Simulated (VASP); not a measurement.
# PbO2 (P4_2/mnm) in VASP: notebook

PbO2 is run at these levels: PBE; tasks: single point.

All numbers are computed with VASP 6.6.1; they aren't measurements. Logs are shortened: lines on timing, memory, paths and dates and some standing lists are left out, and cuts for length are marked.

## (1) The cell of the first run

The structure is tetragonal, space group P4_2/mnm (No. 136). The conventional cell has a = 4.958 Å, b = 4.958 Å, c = 3.388 Å, α = 90.00°, β = 90.00°, γ = 90.00°. Pb (site symmetry mmm) has 6 O at 2.15 to 2.17 Å within 2.9 Å. Within 2.9 Å of O (site symmetry m2m) lie 3 Pb at 2.15 to 2.17 Å and 1 O at 2.70 Å.

## (2) Single point, PBE

INCAR reads:

```
PREC = Accurate ; ENCUT = 520
EDIFF = 1E-7 ; ISMEAR = 0
SIGMA = 0.1 ; LREAL = False
LASPH = True ; NELM = 60
ALGO = Normal ; ISIF = 2
LWAVE = False ; LCHARG = True
GGA = PE ; LELF = True
LVHAR = True ; NBANDS = 35
```

KPOINTS reads:

```
Automatic mesh
0
Gamma
  4 4 6
```

POSCAR reads:

```
PbO2
1.0
    4.9577000000      0.0000000000      0.0000000000
    0.0000000000      4.9577000000      0.0000000000
    0.0000000000      0.0000000000      3.3879000000
Pb O
2 4
Direct
    0.0000000000      0.0000000000      0.0000000000
    0.5000000000      0.5000000000      0.5000000000
    0.3072000000      0.3072000000      0.0000000000
    0.1928000000      0.8072000000      0.5000000000
    0.6928000000      0.6928000000      0.0000000000
    0.8072000000      0.1928000000      0.5000000000
```

Potentials or basis: VASP PAW PBE potentials, release 64 (Pb_d, O).

The run is started by

```console
> cat potpaw_PBE.64/Pb_d/POTCAR potpaw_PBE.64/O/POTCAR > POTCAR
> mpirun -np 1 vasp_std > vasp.out
```

OUTCAR:

```text
PREC = Accurate
   ENCUT = 520
   EDIFF = 1E-7
   ISMEAR = 0
   LREAL = False
   LASPH = True
   NELM = 60
   ISIF = 2
   GGA = PE

 ion  position               nearest neighbor table
   1  0.000  0.000  0.000-   3 2.15   5 2.15   4 2.17   6 2.17   4 2.17   6 2.17   2 3.89   2 3.89
                             2 3.89   2 3.89   2 3.89   2 3.89   2 3.89   2 3.89
   2  0.500  0.500  0.500-   4 2.15   6 2.15   5 2.17   3 2.17   3 2.17   5 2.17   1 3.89   1 3.89
                             1 3.89   1 3.89   1 3.89   1 3.89   1 3.89   1 3.89
   3  0.307  0.307  0.000-   1 2.15   2 2.17   2 2.17
   4  0.193  0.807  0.500-   2 2.15   1 2.17   1 2.17
   5  0.693  0.693  0.000-   1 2.15   2 2.17   2 2.17
   6  0.807  0.193  0.500-   2 2.15   1 2.17   1 2.17

  LATTYP: Found a simple tetragonal cell.
 ALAT       =     4.9577000000
 C/A-ratio  =     0.6833612361

  Lattice vectors:

 A1 = (   4.9577000000,   0.0000000000,   0.0000000000)
 A2 = (   0.0000000000,   4.9577000000,   0.0000000000)
 A3 = (   0.0000000000,   0.0000000000,   3.3879000000)

Analysis of symmetry for initial positions (statically):
=====================================================================
 Subroutine PRICEL returns:
 Original cell was already a primitive cell.

 Routine SETGRP: Setting up the symmetry group for a
 simple tetragonal supercell.

 Subroutine GETGRP returns: Found 16 space group operations
 (whereof  8 operations were pure point group operations)
 out of a pool of 16 trial point group operations.

The static configuration has the point symmetry D_2h.
 The point group associated with its full space group is D_4h.

Analysis of symmetry for dynamics (positions and initial velocities):
=====================================================================
 Subroutine PRICEL returns:
 Original cell was already a primitive cell.

 Routine SETGRP: Setting up the symmetry group for a
 simple tetragonal supercell.

 Subroutine GETGRP returns: Found 16 space group operations
 (whereof  8 operations were pure point group operations)
 out of a pool of 16 trial point group operations.

The dynamic configuration has the point symmetry D_2h.
 The point group associated with its full space group is D_4h.

 Subroutine INISYM returns: Found 16 space group operations
 (whereof  8 operations are pure point group operations),
 and found     1 'primitive' translations

----------------------------------------------------------------------------------------

                                     Primitive cell

  volume of cell :      83.2705

  direct lattice vectors                    reciprocal lattice vectors
     4.957700000  0.000000000  0.000000000     0.201706436  0.000000000  0.000000000
     0.000000000  4.957700000  0.000000000     0.000000000  0.201706436  0.000000000
     0.000000000  0.000000000  3.387900000     0.000000000  0.000000000  0.295168098

  length of vectors
     4.957700000  4.957700000  3.387900000     0.201706436  0.201706436  0.295168098

  position of ions in fractional coordinates (direct lattice)
     0.000000000  0.000000000  0.000000000
     0.500000000  0.500000000  0.500000000
     0.307200000  0.307200000  0.000000000
     0.192800000  0.807200000  0.500000000
     0.692800000  0.692800000  0.000000000
     0.807200000  0.192800000  0.500000000

  ion indices of the primitive-cell ions
   primitive index   ion index
                 1           1
                 2           2
                 3           3
                 4           4
                 5           5
                 6           6

----------------------------------------------------------------------------------------

 KPOINTS: Automatic mesh

Automatic generation of k-mesh.
 Grid dimensions read from file:
 generate k-points for:    4    4    6

 Generating k-lattice:

  Cartesian coordinates                     Fractional coordinates (reciprocal lattice)
     0.050426609  0.000000000  0.000000000     0.250000000  0.000000000  0.000000000
     0.000000000  0.050426609  0.000000000     0.000000000  0.250000000  0.000000000
     0.000000000  0.000000000  0.049194683     0.000000000  0.000000000  0.166666667

  Length of vectors
     0.050426609  0.050426609  0.049194683

  Shift w.r.t. Gamma in fractional coordinates (k-lattice)
     0.000000000  0.000000000  0.000000000

 Subroutine IBZKPT returns following result:
 ===========================================

 Found     24 irreducible k-points:

 Following reciprocal coordinates:
            Coordinates               Weight
  0.000000  0.000000  0.000000      1.000000
  0.250000  0.000000  0.000000      4.000000
  0.500000  0.000000  0.000000      2.000000
  0.250000  0.250000  0.000000      4.000000
  0.500000  0.250000  0.000000      4.000000
  0.500000  0.500000  0.000000      1.000000
[... 16 lines left out ...]
  0.500000  0.250000  0.500000      4.000000
  0.500000  0.500000  0.500000      1.000000
   k-points           NKPTS =     24   k-points in BZ     NKDIM =     24   number of bands    NBANDS=     35
   number of dos      NEDOS =    301   number of ions     NIONS =      6
   total plane-waves  NPLWV =  44800
   dimension x,y,z NGX =    40 NGY =   40 NGZ =   28
   dimension x,y,z NGXF=    80 NGYF=   80 NGZF=   56
   ions per type =               2   4
   NGX,Y,Z   is equivalent  to a cutoff of  13.41, 13.41, 13.74 a.u.
   NGXF,Y,Z  is equivalent  to a cutoff of  26.83, 26.83, 27.48 a.u.
 SYSTEM =  unknown system
   PREC   = accura    normal or accurate (medium, high low for compatibility)
   ISTART =      0    job   : 0-new  1-cont  2-samecut
   ICHARG =      2    charge: 1-file 2-atom 10-const
   ISPIN  =      1    spin polarized calculation?
   LNONCOLLINEAR =      F non collinear calculations
   LSORBIT =      F    spin-orbit coupling
   LASPH  =      T    aspherical Exc in radial PAW
   ENCUT  =  520.0 eV  38.22 Ry    6.18 a.u.   9.22  9.22  6.30*2*pi/ulx,y,z
   NELM   =     60;   NELMIN=  2; NELMDL= -5     # of ELM steps
   EDIFF  = 0.1E-06   stopping-criterion for ELM
   LREAL  =      F    real-space projection
   EDIFFG = 0.1E-05   stopping-criterion for IOM
   NSW    =      0    number of steps for IOM
   IBRION =     -1    ionic relax: 0-MD 1-quasi-New 2-CG
   NFREE  =      0    steps in history (QN), initial steepest desc. (CG)
   ISIF   =      2    stress and relaxation
   ISYM   =      2    0-nonsym 1-usesym 2-fastsym
   POTIM  = 0.5000    time-step for ionic-motion
   TEBEG  =    0.0;   TEEND  =   0.0 temperature during run
   PSTRESS=    0.0 pullay stress
   NELECT =      52.0000    total number of electrons
   NUPDOWN=      -1.0000    fix difference up-down
   EMIN   =  10.00;   EMAX   =-10.00  energy-range for DOS
   EFERMI =   0.00;   METHOD = LEGACY
   ISMEAR =     0;   SIGMA  =   0.10  broadening in eV -4-tet -1-fermi 0-gaus
   EFERMI_NEDOS =   21; number of points for ismear=-14 and -15
   IALGO  =     38    algorithm
   IMIX   =      4    mixing-type and parameters
     AMIX     =   0.40;   BMIX     =  1.00
     AMIX_MAG =   1.60;   BMIX_MAG =  1.00
  volume/ion in A,a.u.               =      13.88        93.66
  Fermi-wavevector in a.u.,A,eV,Ry     =   1.399305  2.644302 26.640933  1.958053
  Thomas-Fermi vector in A             =   2.522377
   LORBIT       =      0    0 simple, 1 ext, 2 COOP (PROOUT), +10 PAW based schemes
   GGA     = PE    functional components
   LHFCALC =     F    Hartree Fock is set to
   AEXX    =    0.0000 exact exchange contribution
   IVDW    =     0    specifies the selected vdW correction
   LEPSILON=     F    determine dielectric tensor
   LRPA    =     F    only Hartree local field effects (RPA)
 non-spin polarized calculation
 Gauss-broadening in eV      SIGMA  =   0.10
  energy-cutoff  :      520.00
  volume of cell :       83.27
 maximum number of plane-waves:      2262
 NGX is ok and might be reduce to    40
   NGX = 19   NGY = 19   NGZ = 13

 number of electron      52.0000013 magnetization

 Free energy of the ion-electron system (eV)
  ---------------------------------------------------
  ext. energy  EPLUGINS =         0.00000000
  ---------------------------------------------------
  free energy    TOTEN  =       -31.71672451 eV

  energy without entropy =      -31.71568373  energy(sigma->0) =      -31.71620412

 E-fermi :   4.4342     XC(G=0): -10.7176

 val. band max:        4.3165642182   @ k =   0.0000   0.0000   0.1667
 cond. band min:       4.4981296633   @ k =   0.0000   0.0000   0.0000
 fundamental gap:      0.1815654451
 Fermi energy:         4.4341775872

 k-point     1 :       0.0000    0.0000    0.0000
  band No.  band energies     occupation
      1     -13.9572      2.00000
      2     -13.8287      2.00000
      3     -12.1415      2.00000
      4     -12.1415      2.00000
      5     -11.1307      2.00000
      6     -10.9182      2.00000
[... 27 lines left out ...]
     34      15.6802      0.00000
     35      16.4071      0.00000

 k-point     2 :       0.2500    0.0000    0.0000
  band No.  band energies     occupation
      1     -13.7966      2.00000
      2     -13.7257      2.00000
      3     -12.5919      2.00000
      4     -12.4642      2.00000
      5     -10.8714      2.00000
      6     -10.8709      2.00000
[... 27 lines left out ...]
     34      16.3329      0.00000
     35      16.4292      0.00000

 k-point     3 :       0.5000    0.0000    0.0000
  band No.  band energies     occupation
      1     -13.5483      2.00000
      2     -13.5483      2.00000
      3     -12.9115      2.00000
      4     -12.9115      2.00000
      5     -10.8624      2.00000
      6     -10.8624      2.00000
[... 27 lines left out ...]
     34      16.3243      0.00000
     35      16.7077      0.00000
[... 723 lines left out ...]
 k-point    23 :       0.5000    0.2500    0.5000
  band No.  band energies     occupation
      1     -13.6067      2.00000
      2     -13.6067      2.00000
      3     -12.7552      2.00000
      4     -12.7552      2.00000
      5     -10.7176      2.00000
      6     -10.7176      2.00000
[... 27 lines left out ...]
     34      15.0888      0.00000
     35      17.1903      0.00000

 k-point    24 :       0.5000    0.5000    0.5000
  band No.  band energies     occupation
      1     -13.4195      2.00000
      2     -13.4195      2.00000
      3     -13.0771      2.00000
      4     -13.0771      2.00000
      5     -10.6881      2.00000
      6     -10.6881      2.00000
[... 27 lines left out ...]
     34      14.4291      0.00000
     35      17.8039      0.00000

------------------------ aborting loop because EDIFF is reached ----------------------------------------

  FORCE on cell =-STRESS in cart. coord.  units (eV):
  Direction    XX          YY          ZZ          XY          YZ          ZX
  --------------------------------------------------------------------------------------
  -------------------------------------------------------------------------------------
  Total        4.4288823      4.4288823      5.6119781      0.0000000      0.0000000      0.0000000
  in kB       85.2145294     85.2145294    107.9780495      0.0000000      0.0000000      0.0000000
  external PRESSURE =      92.8023694 kB  Pullay stress =       0.0000000 kB

 VOLUME and BASIS-vectors are now :
 -----------------------------------------------------------------------------
  energy-cutoff  :      520.00
  volume of cell :       83.27
      direct lattice vectors                 reciprocal lattice vectors
     4.957700000  0.000000000  0.000000000     0.201706436  0.000000000  0.000000000
     0.000000000  4.957700000  0.000000000     0.000000000  0.201706436  0.000000000
     0.000000000  0.000000000  3.387900000     0.000000000  0.000000000  0.295168098

 POSITION                                       TOTAL-FORCE (eV/Angst)
 -----------------------------------------------------------------------------------
      0.00000      0.00000      0.00000         0.000000      0.000000     -0.000000
      2.47885      2.47885      1.69395         0.000000      0.000000     -0.000000
      1.52301      1.52301      0.00000        -0.053993     -0.053993      0.000000
      0.95584      4.00186      1.69395         0.053993     -0.053993     -0.000000
      3.43469      3.43469      0.00000         0.053993      0.053993     -0.000000
      4.00186      0.95584      1.69395        -0.053993      0.053993     -0.000000
 -----------------------------------------------------------------------------------
    total drift:                                0.000000     -0.000000     -0.000000

  FREE ENERGIE OF THE ION-ELECTRON SYSTEM (eV)
  ---------------------------------------------------
  free  energy   TOTEN  =       -31.7167245066 eV

  energy  without entropy=      -31.7156837312  energy(sigma->0) =      -31.71620412
```

It took 52 s on 1 thread of AMD EPYC 9R45 (Zen 5), shared host; peak memory 0.19 GiB.

What came out:

```
Free energy            : -31.7167 eV
Pressure               : 9.3 GPa
Largest force          : 0.076 eV/Å
Band gap on the k mesh : 0.18 eV (least direct gap 0.65 eV)
```

Forces on the atoms (eV/Å):
```
Pb   0.000  0.000  0.000
Pb   0.000  0.000  0.000
O   -0.054 -0.054  0.000
O    0.054 -0.054  0.000
O    0.054  0.054  0.000
O   -0.054  0.054  0.000
```

Caveat: the cell stands under pressure; spin-orbit coupling is left out, which moves the levels of the heavy elements. A k mesh can miss the band edges.

## (3) Single point, PBE

This run uses another cell than the first one, of 14.77 Å³/atom.

INCAR reads:

```
  PREC = Accurate
  ENCUT = 520
  EDIFF = 1E-6
  ISMEAR = 0
  SIGMA = 0.1
  LREAL = F
  LASPH = T
  NELM = 60
  ALGO = Normal
  ISIF = 2
  LWAVE = F
  LCHARG = T
  GGA = PE
  LELF = T
  LVHAR = T
  NBANDS = 35
```

KPOINTS is that of step 2.

POSCAR reads:

```
PbO2
1.0
    5.0683961493      0.0000000000      0.0000000000
    0.0000000000      5.0683961493      0.0000000000
    0.0000000000      0.0000000000      3.4496310145
Pb O
2 4
Direct
    0.0000000000      0.0000000000      0.0000000000
    0.5000000000      0.5000000000      0.5000000000
    0.3080562836      0.3080562836      0.0000000000
    0.1919437164      0.8080562836      0.5000000000
    0.6919437164      0.6919437164      0.0000000000
    0.8080562836      0.1919437164      0.5000000000
```

Potentials or basis: VASP PAW PBE potentials, release 64 (Pb_d, O).

The run is started by

```console
> cat potpaw_PBE.64/Pb_d/POTCAR potpaw_PBE.64/O/POTCAR > POTCAR
> mpirun -np 1 vasp_std > vasp.out
```

It took 47 s on 1 thread of AMD EPYC 9R45 (Zen 5), shared host; peak memory 0.19 GiB.

It converged, with:

```
Free energy            : -31.8734 eV
Pressure               : 0.4 GPa
Largest force          : 0.017 eV/Å
Band gap on the k mesh : 0.16 eV (least direct gap 0.52 eV)
```

Forces on the atoms (eV/Å):
```
Pb   0.000  0.000  0.000
Pb   0.000  0.000  0.000
O   -0.012 -0.012  0.000
O    0.012 -0.012  0.000
O    0.012  0.012  0.000
O   -0.012  0.012  0.000
```

Stress tensor (GPa, compression positive):
```
0.43 0.00 0.00
0.00 0.43 0.00
0.00 0.00 0.27
```

Levels at points of the mesh, in eV from the valence-band top:
| k point | band 23 | band 24 | band 25 | band 26 | band 27 | band 28 | band 29 | band 30 |
| --- | --- | --- | --- | --- | --- | --- | --- | --- |
| (0.00, 0.00, 0.00) | -0.57 | -0.57 | -0.48 | -0.48 | 0.16 | 3.94 | 5.81 | 5.81 |
| (0.50, 0.00, 0.00) | -0.60 | -0.60 | -0.29 | -0.29 | 2.16 | 2.16 | 6.39 | 6.39 |
| (0.50, 0.50, 0.00) | -0.62 | -0.62 | -0.38 | -0.38 | 2.54 | 2.54 | 6.59 | 6.59 |
| (0.00, 0.00, 0.50) | -0.95 | -0.95 | -0.66 | -0.66 | 3.47 | 3.47 | 8.69 | 8.69 |
| (0.50, 0.00, 0.50) | -0.64 | -0.64 | -0.19 | -0.19 | 3.75 | 3.75 | 7.11 | 7.11 |
| (0.50, 0.50, 0.50) | -0.56 | -0.56 | -0.41 | -0.41 | 2.62 | 2.62 | 8.20 | 8.20 |

Caveat: spin-orbit coupling is left out, which moves the levels of the heavy elements. A k mesh can miss the band edges.

## (4) Single point, PBE

This run uses another cell than the first one, of 14.82 Å³/atom.

INCAR reads:

```
  ALGO = Normal
  EDIFF = 1E-6
  ENCUT = 520
  GGA = PE
  ISIF = 2
  ISMEAR = 0
  LASPH = True
  LCHARG = True
  LELF = True
  LREAL = False
  LVHAR = True
  LWAVE = False
  NBANDS = 35
  NELM = 60
  PREC = Accurate
  SIGMA = 0.1
```

KPOINTS reads:

```
k-points
0
Gamma
  8 8 10
```

POSCAR reads:

```
PbO2
1.0
    5.0820153149      0.0000000000      0.0000000000
    0.0000000000      5.0820153149      0.0000000000
    0.0000000000      0.0000000000      3.4428066694
Pb O
2 4
Direct
    0.0000000000      0.0000000000      0.0000000000
    0.5000000000      0.5000000000      0.5000000000
    0.3079753846      0.3079753846      0.0000000000
    0.1920246154      0.8079753846      0.5000000000
    0.6920246154      0.6920246154      0.0000000000
    0.8079753846      0.1920246154      0.5000000000
```

The run is started by

```console
> cat potpaw_PBE.64/Pb_d/POTCAR potpaw_PBE.64/O/POTCAR > POTCAR
> mpirun -np 1 vasp_std > vasp.out
```

Run time: 2.5 min. Hardware: 1 thread of AMD EPYC 9R45 (Zen 5), shared host; peak memory 0.32 GiB.

It converged, with:

```yaml
Free_energy: -31.8693 eV
Pressure: 0.2 GPa
Largest_force: 0.010 eV/Å
```

Forces in eV/Å, atoms in the order of the input:
```
Pb   0.000  0.000  0.000
Pb   0.000  0.000  0.000
O   -0.007 -0.007  0.000
O    0.007 -0.007  0.000
O    0.007  0.007  0.000
O   -0.007  0.007  0.000
```

Stress tensor (GPa, compression positive):
```
0.15 0.00 0.00
0.00 0.15 0.00
0.00 0.00 0.36
```

Levels at points of the mesh, in eV from the Fermi level:
| k point | band 23 | band 24 | band 25 | band 26 | band 27 | band 28 | band 29 | band 30 |
| --- | --- | --- | --- | --- | --- | --- | --- | --- |
| (0.00, 0.00, 0.00) | -0.65 | -0.65 | -0.57 | -0.57 | 0.07 | 3.85 | 5.73 | 5.73 |
| (0.50, 0.00, 0.00) | -0.68 | -0.68 | -0.38 | -0.38 | 2.05 | 2.05 | 6.32 | 6.32 |
| (0.50, 0.50, 0.00) | -0.70 | -0.70 | -0.47 | -0.47 | 2.45 | 2.45 | 6.51 | 6.51 |
| (0.00, 0.00, 0.50) | -1.03 | -1.03 | -0.75 | -0.75 | 3.36 | 3.36 | 8.57 | 8.57 |
| (0.50, 0.00, 0.50) | -0.72 | -0.72 | -0.29 | -0.29 | 3.64 | 3.64 | 6.99 | 6.99 |
| (0.50, 0.50, 0.50) | -0.64 | -0.64 | -0.50 | -0.50 | 2.51 | 2.51 | 8.10 | 8.10 |

Caveat: spin-orbit coupling is left out, which moves the levels of the heavy elements.

## (5) Summary

| cell | k mesh | gap on the mesh (eV) | pressure (GPa) | largest force (eV/Å) |
| --- | --- | --- | --- | --- |
| a = 4.958, b = 4.958, c = 3.388 Å, 6 atoms | 4 × 4 × 6 | 0.18 | 9.3 | 0.08 |
| a = 5.068, b = 5.068, c = 3.450 Å, 6 atoms | 4 × 4 × 6 | 0.16 | 0.4 | 0.02 |
| a = 5.082, b = 5.082, c = 3.443 Å, 6 atoms | 8 × 8 × 10 | - | 0.2 | 0.01 |

Alike in all rows: task single point; level PBE; potentials or basis VASP PAW PBE potentials, release 64 (Pb_d, O); no spin polarisation; cutoff (eV) 520; smearing gaussian 0.1 eV.

Caveats: spin-orbit coupling is left out, which moves the levels of the heavy elements; the cell stands under pressure (at least some runs).

Total energies depend on the potentials used, so only differences within one code and one set of settings carry meaning.
